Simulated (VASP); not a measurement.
# NbSb3 (R-3) in VASP: single point with r2SCAN

Aim: the single point of NbSb3 with r2SCAN.

Program: VASP 6.6.1. These are calculated values, not measurements. Logs are shortened: lines on timing, memory, paths and dates and some standing lists are left out, and cuts for length are marked.

### 1 The cell of the first run

Symmetry: R-3, No. 148, trigonal system. Conventional cell: a = 6.467 Å, b = 6.467 Å, c = 17.825 Å, α = 90.00°, β = 90.00°, γ = 120.00°. Within 3.5 Å of Nb (site symmetry 3) lie 6 Sb at 2.62 to 2.68 Å. Sb (site symmetry 1) has 2 Nb at 2.62 to 2.68 Å and 12 Sb at 3.53 to 3.81 Å within 3.9 Å.

### 2 Single point, r2SCAN

Input file POSCAR:

```
NbSb3
1.0
    3.2332525700      5.6001518900      0.0000000000
   -3.2332525700      5.6001518900      0.0000000000
    0.0000000000     -3.7334342500      5.9416819900
Nb Sb
2 6
Direct
    0.1667000000      0.1667000000      0.5001000000
    0.8333000000      0.8333000000      0.4999000000
    0.4220000000      0.0785000000      0.2415000000
    0.7410000000      0.4220000000      0.2415000000
    0.0785000000      0.7410000000      0.2415000000
    0.5780000000      0.9215000000      0.7585000000
    0.2590000000      0.5780000000      0.7585000000
    0.9215000000      0.2590000000      0.7585000000
```

Input file INCAR.step1:

```
  PREC = Accurate
  ENCUT = 520
  ISMEAR = -5
  SIGMA = 0.1
  LREAL = False
  LASPH = True
  NELM = 100
  LMAXMIX = 4
  GGA = PE
  ALGO = Normal
  EDIFF = 1E-4
  LWAVE = True
  LCHARG = False
```

Input file INCAR.step2:

```
  PREC = Accurate
  ENCUT = 520
  EDIFF = 1E-7
  ISMEAR = -1
  SIGMA = 0.1
  LREAL = False
  LASPH = True
  NELM = 100
  ALGO = Normal
  ISIF = 2
  LWAVE = False
  LCHARG = False
  LMAXMIX = 4
  METAGGA = R2SCAN
  LMIXTAU = True
  LORBIT = 11
  ISTART = 1
```

Input file KPOINTS:

```
Automatic mesh
0
Gamma
  6 6 6
```

Potentials or basis: VASP PAW PBE potentials, release 64 (Nb_sv, Sb).

On the command line:

```bash
> cat potpaw_PBE.64/Nb_sv/POTCAR potpaw_PBE.64/Sb/POTCAR > POTCAR
> cp INCAR.step1 INCAR
> mpirun -np 1 vasp_std > vasp.out
> cp INCAR.step2 INCAR
> mpirun -np 1 vasp_std > vasp.out
```

OUTCAR:

```text
PREC = Accurate
   ENCUT = 520
   EDIFF = 1E-7
   ISMEAR = -1
   LREAL = False
   LASPH = True
   NELM = 100
   ISIF = 2
   METAGGA = R2SCAN
   LORBIT = 11
   ISTART = 1

 ion  position               nearest neighbor table
   1  0.167  0.167  0.500-   8 2.62   7 2.62   6 2.62   3 2.68   5 2.68   4 2.68
   2  0.833  0.833  0.500-   5 2.62   4 2.62   3 2.62   6 2.68   8 2.68   7 2.68
   3  0.422  0.078  0.242-   2 2.62   1 2.68   6 3.53   7 3.62   8 3.62   4 3.68   5 3.68   4 3.71
                             5 3.71   8 3.75   7 3.75   6 3.77
   4  0.741  0.422  0.242-   2 2.62   1 2.68   7 3.53   8 3.62   6 3.62   5 3.68   3 3.68   3 3.71
                             5 3.71   8 3.75   6 3.75   7 3.77
   5  0.078  0.741  0.242-   2 2.62   1 2.68   8 3.53   7 3.62   6 3.62   4 3.68   3 3.68   4 3.71
                             3 3.71   7 3.75   6 3.75   8 3.77
   6  0.578  0.922  0.758-   1 2.62   2 2.68   3 3.53   4 3.62   5 3.62   7 3.68   8 3.68   7 3.71
                             8 3.71   5 3.75   4 3.75   3 3.77
   7  0.259  0.578  0.758-   1 2.62   2 2.68   4 3.53   5 3.62   3 3.62   8 3.68   6 3.68   6 3.71
                             8 3.71   5 3.75   3 3.75   4 3.77
   8  0.922  0.259  0.758-   1 2.62   2 2.68   5 3.53   4 3.62   3 3.62   7 3.68   6 3.68   7 3.71
                             6 3.71   4 3.75   3 3.75   5 3.77

  LATTYP: Found a trigonal (rhomboedric) cell.
 ALAT       =     7.0172745278
 COS(alpha) =     0.5754074945

  Lattice vectors:

 A1 = (   3.2332525700,   1.8667176400,   5.9416819900)
 A2 = (  -3.2332525700,   1.8667176400,   5.9416819900)
 A3 = (   0.0000000000,  -3.7334342500,   5.9416819900)

Analysis of symmetry for initial positions (statically):
=====================================================================
 Subroutine PRICEL returns:
 Original cell was already a primitive cell.

 Routine SETGRP: Setting up the symmetry group for a
 trigonal (rhombohedral) supercell.

 Subroutine GETGRP returns: Found  6 space group operations
 (whereof  6 operations were pure point group operations)
 out of a pool of 12 trial point group operations.

The static configuration has the point symmetry S_6 .

Analysis of symmetry for dynamics (positions and initial velocities):
=====================================================================
 Subroutine PRICEL returns:
 Original cell was already a primitive cell.

 Routine SETGRP: Setting up the symmetry group for a
 trigonal (rhombohedral) supercell.

 Subroutine GETGRP returns: Found  6 space group operations
 (whereof  6 operations were pure point group operations)
 out of a pool of 12 trial point group operations.

[... 131 lines left out ...]
     AMIX     =   0.40;   BMIX     =  1.00
     AMIX_MAG =   1.60;   BMIX_MAG =  1.00
  volume/ion in A,a.u.               =      26.90       181.50
  Fermi-wavevector in a.u.,A,eV,Ry     =   1.045228  1.975195 14.864399  1.092503
  Thomas-Fermi vector in A             =   2.180015
   LORBIT       =     11    0 simple, 1 ext, 2 COOP (PROOUT), +10 PAW based schemes
   METAGGA = R2SCAN    functional components
   LHFCALC =     F    Hartree Fock is set to
   AEXX    =    0.0000 exact exchange contribution
   IVDW    =     0    specifies the selected vdW correction
   LEPSILON=     F    determine dielectric tensor
   LRPA    =     F    only Hartree local field effects (RPA)
 non-spin polarized calculation
  energy-cutoff  :      520.00
  volume of cell :      215.17
 maximum number of plane-waves:      5810
   NGX = 25   NGY = 25   NGZ = 27

 number of electron      56.0000000 magnetization

 Free energy of the ion-electron system (eV)
  ---------------------------------------------------
  ext. energy  EPLUGINS =         0.00000000
  ---------------------------------------------------
  free energy    TOTEN  =      -200.62422786 eV

  energy without entropy =     -200.43245008  energy(sigma->0) =     -200.52833897

 E-fermi :   7.5048     XC(G=0): -10.6470

 val. band max:        7.4939685595   @ k =  -0.3333   0.0000   0.1667
 cond. band min:       7.5096541783   @ k =   0.5000   0.1667   0.1667
 fundamental gap:      0.0156856189
 Fermi energy:         7.5047842448

 k-point     1 :       0.0000    0.0000    0.0000
  band No.  band energies     occupation
      1     -48.9834      2.00000
      2     -48.9742      2.00000
      3     -24.5410      2.00000
      4     -24.5410      2.00000
      5     -24.4782      2.00000
      6     -24.4671      2.00000
[... 853 lines left out ...]
     32       8.3817      0.00031
     33       9.1517      0.00000

 [... further k-points ...]

------------------------ aborting loop because EDIFF is reached ----------------------------------------

  FORCE on cell =-STRESS in cart. coord.  units (eV):
  Direction    XX          YY          ZZ          XY          YZ          ZX
  --------------------------------------------------------------------------------------
  -------------------------------------------------------------------------------------
  Total        7.9011294      7.9011129     11.9118386     -0.0000011      0.0000007      0.0000000
  in kB       58.8329895     58.8328669     88.6973294     -0.0000080      0.0000051      0.0000000
  external PRESSURE =      68.7877286 kB  Pullay stress =       0.0000000 kB

 VOLUME and BASIS-vectors are now :
 -----------------------------------------------------------------------------
  energy-cutoff  :      520.00
  volume of cell :      215.17
      direct lattice vectors                 reciprocal lattice vectors
     3.233252570  5.600151890  0.000000000     0.154643038  0.089283293  0.056100832
    -3.233252570  5.600151890  0.000000000    -0.154643038  0.089283293  0.056100832
     0.000000000 -3.733434250  5.941681990     0.000000000  0.000000000  0.168302511

 POSITION                                       TOTAL-FORCE (eV/Angst)
 -----------------------------------------------------------------------------------
      0.00000      0.00000      2.97144         0.000000     -0.000000     -0.778222
      0.00000      7.46687      2.97025         0.000000      0.000000      0.778222
      1.11062      1.90125      1.43492        -0.839639      0.789760     -1.694480
      1.03141      5.61135      1.43492        -0.264133     -1.122028     -1.694480
     -2.14203      3.68770      1.43492         1.103773      0.332268     -1.694480
     -1.11062      5.56562      4.50677         0.839639     -0.789760      1.694480
     -1.03141      1.85552      4.50677         0.264133      1.122028      1.694480
      2.14203      3.77917      4.50677        -1.103773     -0.332268      1.694480
 -----------------------------------------------------------------------------------
    total drift:                                0.000000      0.000000      0.000000

  FREE ENERGIE OF THE ION-ELECTRON SYSTEM (eV)
  ---------------------------------------------------
  free  energy   TOTEN  =      -200.6242278628 eV

  energy  without entropy=     -200.4324500821  energy(sigma->0) =     -200.52833897

 total charge

# of ion       s       p       d       tot
------------------------------------------
    1        2.183   6.014   2.670  10.867
    2        2.183   6.014   2.670  10.867
    3        1.183   1.213   0.043   2.438
    4        1.183   1.213   0.043   2.438
    5        1.183   1.213   0.043   2.438
    6        1.183   1.213   0.043   2.438
    7        1.183   1.213   0.043   2.438
    8        1.183   1.213   0.043   2.438
--------------------------------------------------
tot         11.462  19.304   5.596  36.361
```

OUTCAR.step1:

```text
PREC = Accurate
   ENCUT = 520
   ISMEAR = -5
   LREAL = False
   LASPH = True
   NELM = 100
[... 1116 lines left out ...]
     -1.11062      5.56562      4.50677         0.868404     -0.849339      1.784604
     -1.03141      1.85552      4.50677         0.301349      1.176729      1.784604
      2.14203      3.77917      4.50677        -1.169752     -0.327389      1.784604
 -----------------------------------------------------------------------------------
    total drift:                                0.000000      0.000000      0.000000

  FREE ENERGIE OF THE ION-ELECTRON SYSTEM (eV)
  ---------------------------------------------------
  free  energy   TOTEN  =       -41.9665701624 eV

  energy  without entropy=      -41.9665701624  energy(sigma->0) =      -41.96657016
```

OSZICAR.step1:

```text
N       E                     dE             d eps       ncg     rms          rms(c)
DAV:   1     0.505364302537E+03    0.50536E+03   -0.24337E+04  2816   0.148E+03
DAV:   2     0.140846125081E+02   -0.49128E+03   -0.48348E+03  3197   0.416E+02
DAV:   3    -0.372719495084E+02   -0.51357E+02   -0.50527E+02  4168   0.129E+02
DAV:   4    -0.425750563792E+02   -0.53031E+01   -0.52330E+01  4396   0.332E+01
DAV:   5    -0.428786321764E+02   -0.30358E+00   -0.30154E+00  4184   0.763E+00    0.115E+01
DAV:   6    -0.421285137655E+02    0.75012E+00   -0.12879E+00  3471   0.720E+00    0.546E+00
DAV:   7    -0.419555365415E+02    0.17298E+00   -0.98791E-01  3934   0.544E+00    0.123E+00
DAV:   8    -0.419656621632E+02   -0.10126E-01   -0.14231E-01  3588   0.174E+00    0.669E-01
DAV:   9    -0.419668031072E+02   -0.11409E-02   -0.24843E-02  4480   0.909E-01    0.181E-01
DAV:  10    -0.419666193217E+02    0.18379E-03   -0.25630E-03  3880   0.367E-01    0.124E-01
DAV:  11    -0.419665701624E+02    0.49159E-04   -0.39665E-04  2600   0.132E-01
   1 F= -.41966570E+02 E0= -.41966570E+02  d E =0.000000E+00
```

Run time: 20 min. Hardware: 1 thread of Intel Xeon Platinum 8488C (Sapphire Rapids), shared host; peak memory 0.52 GiB.

What came out:

- Free energy: -200.6242 eV
- Pressure: 6.9 GPa
- Largest force: 2.049 eV/Å
- Band gap on the k mesh: zero (bands 28 and 29 overlap by 0.70 eV)
- Valence electrons inside the program's atomic spheres: Nb 10.87; Sb 2.44

Forces on the atoms (eV/Å):
```
Nb   0.000  0.000 -0.778
Nb   0.000  0.000  0.778
Sb  -0.840  0.790 -1.694
Sb  -0.264 -1.122 -1.694
Sb   1.104  0.332 -1.694
Sb   0.840 -0.790  1.694
Sb   0.264  1.122  1.694
Sb  -1.104 -0.332  1.694
```

Caveat: the cell stands under pressure; the PAW data sets were made with another functional, which shifts forces and pressure a little; spin-orbit coupling is left out, which moves the levels of the heavy elements.
